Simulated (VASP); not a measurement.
# SrCo3 (Pm-3m) in VASP: further runs

Runs on SrCo3. Level: PBE. Tasks: single point.

Everything below comes from runs of VASP 6.6.1. Logs are shortened: lines on timing, memory, paths and dates and some standing lists are left out, and cuts for length are marked.

### 1 The cell of the first run

Symmetry: Pm-3m, No. 221, cubic system. Conventional cell: a = 4.007 Å, b = 4.007 Å, c = 4.007 Å, α = 90.00°, β = 90.00°, γ = 90.00°. Within 3.7 Å of Sr (site symmetry m-3m) lie 12 Co at 2.83 Å. Co (site symmetry 4/mmm) has 4 Sr at 2.83 Å and 8 Co at 2.83 Å within 3.7 Å.

### 2 Single point, PBE, collinear spin, ferromagnetic start

File INCAR:

```
SYSTEM = SrCo3
PREC = Accurate ; ENCUT = 520
EDIFF = 1E-7 ; ISMEAR = 0
SIGMA = 0.05 ; LREAL = .False.
LASPH = .True. ; NELM = 150
ALGO = Normal ; ISIF = 2
LWAVE = .False. ; LCHARG = .True.
ISPIN = 2 ; MAGMOM = 0 0.5 0.5 0.5
LORBIT = 11 ; LMAXMIX = 4
GGA = PE ; LELF = .True.
LVHAR = .True. ; NBANDS = 30
```

File KPOINTS:

```
Automatic mesh
0
Gamma
  8 8 8
  0 0 0
```

File POSCAR:

```
SrCo3
1.0
    4.0068273888      0.0000000000      0.0000000000
    0.0000000000      4.0068273888      0.0000000000
    0.0000000000      0.0000000000      4.0068273888
Sr Co
1 3
Direct
    0.0000000000      0.0000000000      0.0000000000
    0.0000000000      0.5000000000      0.5000000000
    0.5000000000      0.5000000000      0.0000000000
    0.5000000000      0.0000000000      0.5000000000
```

Potentials or basis: VASP PAW PBE potentials, release 64 (Sr_sv, Co).

On the command line:

```bash
> cat potpaw_PBE.64/Sr_sv/POTCAR potpaw_PBE.64/Co/POTCAR > POTCAR
> mpirun -np 1 vasp_std > vasp.out
```

OUTCAR:

```text
SYSTEM = SrCo3
   PREC = Accurate
   ENCUT = 520
   EDIFF = 1E-7
   ISMEAR = 0
   LREAL = .False.
   LASPH = .True.
   NELM = 150
   ISIF = 2
   ISPIN = 2
   LORBIT = 11
   GGA = PE

 ion  position               nearest neighbor table
   1  0.000  0.000  0.000-   2 2.83   3 2.83   4 2.83   2 2.83   4 2.83   2 2.83   3 2.83   2 2.83
                             3 2.83   4 2.83   4 2.83   3 2.83
   2  0.000  0.500  0.500-   1 2.83   3 2.83   4 2.83   1 2.83   3 2.83   1 2.83   4 2.83   1 2.83
                             3 2.83   4 2.83   3 2.83   4 2.83
   3  0.500  0.500  0.000-   1 2.83   2 2.83   4 2.83   2 2.83   4 2.83   1 2.83   4 2.83   4 2.83
                             1 2.83   2 2.83   2 2.83   1 2.83
   4  0.500  0.000  0.500-   1 2.83   2 2.83   3 2.83   1 2.83   3 2.83   2 2.83   3 2.83   3 2.83
                             1 2.83   2 2.83   1 2.83   2 2.83

  LATTYP: Found a simple cubic cell.
 ALAT       =     4.0068273888

  Lattice vectors:

 A1 = (   4.0068273888,   0.0000000000,   0.0000000000)
 A2 = (   0.0000000000,   4.0068273888,   0.0000000000)
 A3 = (   0.0000000000,   0.0000000000,   4.0068273888)

Analysis of symmetry for initial positions (statically):
=====================================================================
 Subroutine PRICEL returns:
 Original cell was already a primitive cell.

 Routine SETGRP: Setting up the symmetry group for a
 simple cubic supercell.

 Subroutine GETGRP returns: Found 48 space group operations
 (whereof 48 operations were pure point group operations)
 out of a pool of 48 trial point group operations.

The static configuration has the point symmetry O_h .

Analysis of symmetry for dynamics (positions and initial velocities):
=====================================================================
 Subroutine PRICEL returns:
 Original cell was already a primitive cell.

 Routine SETGRP: Setting up the symmetry group for a
 simple cubic supercell.

 Subroutine GETGRP returns: Found 48 space group operations
 (whereof 48 operations were pure point group operations)
 out of a pool of 48 trial point group operations.

The dynamic configuration has the point symmetry O_h .

Analysis of structural, dynamic, and magnetic symmetry:
=====================================================================
 Subroutine PRICEL returns:
 Original cell was already a primitive cell.

 Routine SETGRP: Setting up the symmetry group for a
 simple cubic supercell.

 Subroutine GETGRP returns: Found 48 space group operations
 (whereof 48 operations were pure point group operations)
 out of a pool of 48 trial point group operations.

The overall configuration has the point symmetry O_h .

 Subroutine INISYM returns: Found 48 space group operations
 (whereof 48 operations are pure point group operations),
 and found     1 'primitive' translations

----------------------------------------------------------------------------------------

                                     Primitive cell

  volume of cell :      64.3283

  direct lattice vectors                    reciprocal lattice vectors
     4.006827389  0.000000000  0.000000000     0.249574015  0.000000000  0.000000000
     0.000000000  4.006827389  0.000000000     0.000000000  0.249574015  0.000000000
     0.000000000  0.000000000  4.006827389     0.000000000  0.000000000  0.249574015

  length of vectors
     4.006827389  4.006827389  4.006827389     0.249574015  0.249574015  0.249574015

  position of ions in fractional coordinates (direct lattice)
     0.000000000  0.000000000  0.000000000
     0.000000000  0.500000000  0.500000000
     0.500000000  0.500000000  0.000000000
     0.500000000  0.000000000  0.500000000

  ion indices of the primitive-cell ions
   primitive index   ion index
                 1           1
                 2           2
                 3           3
                 4           4

----------------------------------------------------------------------------------------

 KPOINTS: Automatic mesh

Automatic generation of k-mesh.
 Grid dimensions read from file:
 generate k-points for:    8    8    8

 Generating k-lattice:

  Cartesian coordinates                     Fractional coordinates (reciprocal lattice)
     0.031196752  0.000000000  0.000000000     0.125000000  0.000000000  0.000000000
     0.000000000  0.031196752  0.000000000     0.000000000  0.125000000  0.000000000
     0.000000000  0.000000000  0.031196752     0.000000000  0.000000000  0.125000000

  Length of vectors
     0.031196752  0.031196752  0.031196752

  Shift w.r.t. Gamma in fractional coordinates (k-lattice)
     0.000000000  0.000000000  0.000000000

 Subroutine IBZKPT returns following result:
 ===========================================

 Found     35 irreducible k-points:

 Following reciprocal coordinates:
            Coordinates               Weight
  0.000000  0.000000  0.000000      1.000000
  0.125000  0.000000  0.000000      6.000000
  0.250000  0.000000  0.000000      6.000000
  0.375000  0.000000  0.000000      6.000000
  0.500000  0.000000  0.000000      3.000000
  0.125000  0.125000  0.000000     12.000000
[... 16 lines left out ...]
  0.375000  0.375000  0.125000     24.000000
  0.500000  0.375000  0.125000     24.000000
 [... further k-points ...]
   k-points           NKPTS =     35   k-points in BZ     NKDIM =     35   number of bands    NBANDS=     30
   number of dos      NEDOS =    301   number of ions     NIONS =      4
   total plane-waves  NPLWV =  27000
   dimension x,y,z NGX =    30 NGY =   30 NGZ =   30
   dimension x,y,z NGXF=    60 NGYF=   60 NGZF=   60
   ions per type =               1   3
   NGX,Y,Z   is equivalent  to a cutoff of  12.45, 12.45, 12.45 a.u.
   NGXF,Y,Z  is equivalent  to a cutoff of  24.89, 24.89, 24.89 a.u.
 SYSTEM =  SrCo3
   PREC   = accura    normal or accurate (medium, high low for compatibility)
   ISTART =      0    job   : 0-new  1-cont  2-samecut
   ICHARG =      2    charge: 1-file 2-atom 10-const
   ISPIN  =      2    spin polarized calculation?
   LNONCOLLINEAR =      F non collinear calculations
   LSORBIT =      F    spin-orbit coupling
   LASPH  =      T    aspherical Exc in radial PAW
   ENCUT  =  520.0 eV  38.22 Ry    6.18 a.u.   7.45  7.45  7.45*2*pi/ulx,y,z
   NELM   =    150;   NELMIN=  2; NELMDL= -5     # of ELM steps
   EDIFF  = 0.1E-06   stopping-criterion for ELM
   LREAL  =      F    real-space projection
   EDIFFG = 0.1E-05   stopping-criterion for IOM
   NSW    =      0    number of steps for IOM
   IBRION =     -1    ionic relax: 0-MD 1-quasi-New 2-CG
   NFREE  =      0    steps in history (QN), initial steepest desc. (CG)
   ISIF   =      2    stress and relaxation
   ISYM   =      2    0-nonsym 1-usesym 2-fastsym
   POTIM  = 0.5000    time-step for ionic-motion
   TEBEG  =    0.0;   TEEND  =   0.0 temperature during run
   PSTRESS=    0.0 pullay stress
   NELECT =      37.0000    total number of electrons
   NUPDOWN=      -1.0000    fix difference up-down
   EMIN   =  10.00;   EMAX   =-10.00  energy-range for DOS
   EFERMI =   0.00;   METHOD = LEGACY
   ISMEAR =     0;   SIGMA  =   0.05  broadening in eV -4-tet -1-fermi 0-gaus
   EFERMI_NEDOS =   21; number of points for ismear=-14 and -15
   IALGO  =     38    algorithm
   IMIX   =      4    mixing-type and parameters
     AMIX     =   0.40;   BMIX     =  1.00
     AMIX_MAG =   1.60;   BMIX_MAG =  1.00
  volume/ion in A,a.u.               =      16.08       108.53
  Fermi-wavevector in a.u.,A,eV,Ry     =   1.361470  2.572805 25.219770  1.853601
  Thomas-Fermi vector in A             =   2.488043
   LORBIT       =     11    0 simple, 1 ext, 2 COOP (PROOUT), +10 PAW based schemes
   GGA     = PE    functional components
   LHFCALC =     F    Hartree Fock is set to
   AEXX    =    0.0000 exact exchange contribution
   IVDW    =     0    specifies the selected vdW correction
   LEPSILON=     F    determine dielectric tensor
   LRPA    =     F    only Hartree local field effects (RPA)
 spin polarized calculation
 Gauss-broadening in eV      SIGMA  =   0.05
  energy-cutoff  :      520.00
  volume of cell :       64.33
 maximum number of plane-waves:      1751
 NGX is ok and might be reduce to    30
   NGX = 15   NGY = 15   NGZ = 15

 number of electron      36.9999990 magnetization       4.1555563

 Free energy of the ion-electron system (eV)
  ---------------------------------------------------
  ext. energy  EPLUGINS =         0.00000000
  ---------------------------------------------------
  free energy    TOTEN  =       -19.24260910 eV

  energy without entropy =      -19.23646366  energy(sigma->0) =      -19.23953638

 E-fermi :   6.2186     XC(G=0): -11.5015

 val. band max:        6.2117807865   @ k =   0.5000   0.5000   0.0000
 cond. band min:       6.2317121829   @ k =   0.5000   0.0000   0.0000
 fundamental gap:      0.0199313964
 Fermi energy:         6.2186225067

 spin component 1

 k-point     1 :       0.0000    0.0000    0.0000
  band No.  band energies     occupation
      1     -27.3471      1.00000
      2      -9.5388      1.00000
      3      -9.5388      1.00000
      4      -9.5388      1.00000
      5       0.0135      1.00000
      6       2.7007      1.00000
[... 22 lines left out ...]
     29      15.7428      0.00000
     30      16.2658      0.00000

 k-point     2 :       0.1250    0.0000    0.0000
  band No.  band energies     occupation
      1     -27.3442      1.00000
      2      -9.5992      1.00000
      3      -9.5389      1.00000
      4      -9.5389      1.00000
      5       0.2131      1.00000
      6       2.7912      1.00000
[... 22 lines left out ...]
     29      15.2947      0.00000
     30      16.1326      0.00000

 k-point     3 :       0.2500    0.0000    0.0000
  band No.  band energies     occupation
      1     -27.3373      1.00000
      2      -9.7400      1.00000
      3      -9.5391      1.00000
      4      -9.5391      1.00000
      5       0.7685      1.00000
      6       2.9317      1.00000
[... 682 lines left out ...]
     29      16.1285      0.00000
     30      16.6864      0.00000

 k-point    24 :       0.5000    0.3750    0.1250
  band No.  band energies     occupation
      1     -27.3128      1.00000
      2      -9.8468      1.00000
      3      -9.7934      1.00000
      4      -9.5725      1.00000
      5       2.7857      1.00000
      6       3.3801      1.00000
[... 22 lines left out ...]
     29      15.9333      0.00000
     30      15.9960      0.00000

 [... further k-points ...]

 spin component 2

 k-point     1 :       0.0000    0.0000    0.0000
  band No.  band energies     occupation
      1     -27.4189      1.00000
      2      -9.6311      1.00000
      3      -9.6311      1.00000
      4      -9.6311      1.00000
      5       0.0261      1.00000
      6       3.6208      1.00000
[... 22 lines left out ...]
     29      16.2578      0.00000
     30      16.3268      0.00000

 k-point     2 :       0.1250    0.0000    0.0000
  band No.  band energies     occupation
      1     -27.4160      1.00000
      2      -9.6922      1.00000
      3      -9.6309      1.00000
      4      -9.6309      1.00000
      5       0.2297      1.00000
      6       3.7272      1.00000
[... 22 lines left out ...]
     29      15.4549      0.00000
     30      16.5890      0.00000

 k-point     3 :       0.2500    0.0000    0.0000
  band No.  band energies     occupation
      1     -27.4090      1.00000
      2      -9.8345      1.00000
      3      -9.6305      1.00000
      4      -9.6305      1.00000
      5       0.8001      1.00000
      6       3.8567      1.00000
[... 682 lines left out ...]
     29      16.3171      0.00000
     30      16.8264      0.00000

 k-point    24 :       0.5000    0.3750    0.1250
  band No.  band energies     occupation
      1     -27.3839      1.00000
      2      -9.9448      1.00000
      3      -9.8905      1.00000
      4      -9.6635      1.00000
      5       3.0186      1.00000
      6       3.9248      1.00000
[... 22 lines left out ...]
     29      16.1304      0.00000
     30      16.2801      0.00000

 [... further k-points ...]

------------------------ aborting loop because EDIFF is reached ----------------------------------------

  FORCE on cell =-STRESS in cart. coord.  units (eV):
  Direction    XX          YY          ZZ          XY          YZ          ZX
  --------------------------------------------------------------------------------------
  -------------------------------------------------------------------------------------
  Total        0.1519303      0.1519303      0.1519303     -0.0000000      0.0000000     -0.0000000
  in kB        3.7840170      3.7840170      3.7840170     -0.0000000      0.0000000     -0.0000000
  external PRESSURE =       3.7840170 kB  Pullay stress =       0.0000000 kB

 VOLUME and BASIS-vectors are now :
 -----------------------------------------------------------------------------
  energy-cutoff  :      520.00
  volume of cell :       64.33
      direct lattice vectors                 reciprocal lattice vectors
     4.006827389  0.000000000  0.000000000     0.249574015  0.000000000  0.000000000
     0.000000000  4.006827389  0.000000000     0.000000000  0.249574015  0.000000000
     0.000000000  0.000000000  4.006827389     0.000000000  0.000000000  0.249574015

 POSITION                                       TOTAL-FORCE (eV/Angst)
 -----------------------------------------------------------------------------------
      0.00000      0.00000      0.00000         0.000000      0.000000      0.000000
      0.00000      2.00341      2.00341         0.000000      0.000000      0.000000
      2.00341      2.00341      0.00000         0.000000      0.000000      0.000000
      2.00341      0.00000      2.00341         0.000000      0.000000      0.000000
 -----------------------------------------------------------------------------------
    total drift:                                0.000000      0.000000     -0.000000

  FREE ENERGIE OF THE ION-ELECTRON SYSTEM (eV)
  ---------------------------------------------------
  free  energy   TOTEN  =       -19.2426090965 eV

  energy  without entropy=      -19.2364636572  energy(sigma->0) =      -19.23953638

 total charge

# of ion       s       p       d       tot
------------------------------------------
    1        2.075   5.767   0.487   8.329
    2        0.426   0.257   7.287   7.971
    3        0.426   0.257   7.287   7.971
    4        0.426   0.257   7.287   7.971
--------------------------------------------------
tot          3.354   6.540  22.348  32.242

 magnetization (x)

# of ion       s       p       d       tot
------------------------------------------
    1       -0.005  -0.024  -0.084  -0.114
    2       -0.010  -0.018   1.524   1.496
    3       -0.010  -0.018   1.524   1.496
    4       -0.010  -0.018   1.524   1.496
--------------------------------------------------
tot         -0.036  -0.079   4.488   4.373
```

It took 79 s on 1 thread of AMD EPYC 9R45 (Zen 5), shared host; peak memory 0.22 GiB.

What came out:

| Quantity | Value |
| --- | --- |
| Free energy | -19.2426 eV |
| Pressure | 0.4 GPa |
| Net moment | 4.16 μB per cell |
| Site moments | Sr -0.11; Co +1.50 μB |
| Valence electrons inside the program's atomic spheres | Sr 8.33; Co 7.97 |

### 3 Single point, PBE, collinear spin, ferromagnetic start

File INCAR:

```
  ALGO = Normal
  EDIFF = 1E-6
  ENCUT = 520
  GGA = PE
  ISIF = 2
  ISMEAR = 0
  ISPIN = 2
  LASPH = T
  LCHARG = F
  LMAXMIX = 4
  LORBIT = 11
  LREAL = F
  LWAVE = F
  MAGMOM = 0 1.5 1.5 1.5
  NBANDS = 30
  NELM = 150
  PREC = Accurate
  SIGMA = 0.05
```

File KPOINTS:

```
k-points
0
Gamma
  8 8 8
```

POSCAR is that of step 2.

Potentials or basis: VASP PAW PBE potentials, release 64 (Sr_sv, Co).

On the command line:

```bash
> cat potpaw_PBE.64/Sr_sv/POTCAR potpaw_PBE.64/Co/POTCAR > POTCAR
> mpirun -np 1 vasp_std > vasp.out
```

Run time: 60 s. Hardware: 1 thread of AMD EPYC 9R45 (Zen 5), shared host; peak memory 0.22 GiB.

Results (log left out):

```yaml
Free_energy: -19.2426 eV
Pressure: 0.4 GPa
Net_moment: 4.15 μB per cell
Site_moments: Sr -0.11; Co +1.50 μB
Valence_electrons_inside_the_program's_atomic_spheres: Sr 8.33; Co 7.97
```

Levels at points of the mesh, in eV from the Fermi level:
Spin up:
| k point | band 18 | band 19 | band 20 | band 21 | band 22 | band 23 |
| --- | --- | --- | --- | --- | --- | --- |
| (0.00, 0.00, 0.00) | -0.65 | -0.65 | -0.65 | 3.06 | 3.06 | 3.27 |
| (0.50, 0.00, 0.00) | -1.29 | -1.08 | -1.08 | -0.65 | 2.63 | 2.63 |
| (0.50, 0.50, 0.00) | -1.45 | -1.25 | -0.97 | -0.27 | 1.07 | 1.07 |
| (0.50, 0.50, 0.50) | -0.82 | -0.82 | -0.37 | 1.62 | 1.62 | 1.62 |
Spin down:
```
           k point  band 14  band 15  band 16  band 17  band 18  band 19  band 20  band 21
(0.00, 0.00, 0.00)    -0.41     0.61     0.61     0.79     0.79     0.79     1.06     3.26
(0.50, 0.00, 0.00)    -0.87    -0.04    -0.04     0.01     0.11     0.27     0.72     0.79
(0.50, 0.50, 0.00)    -0.58    -0.42    -0.16    -0.01     0.12     0.13     0.14     0.14
(0.50, 0.50, 0.50)    -0.20    -0.14    -0.14    -0.14     0.85     0.85     0.85     2.31
```

[end of part 1 of 2]
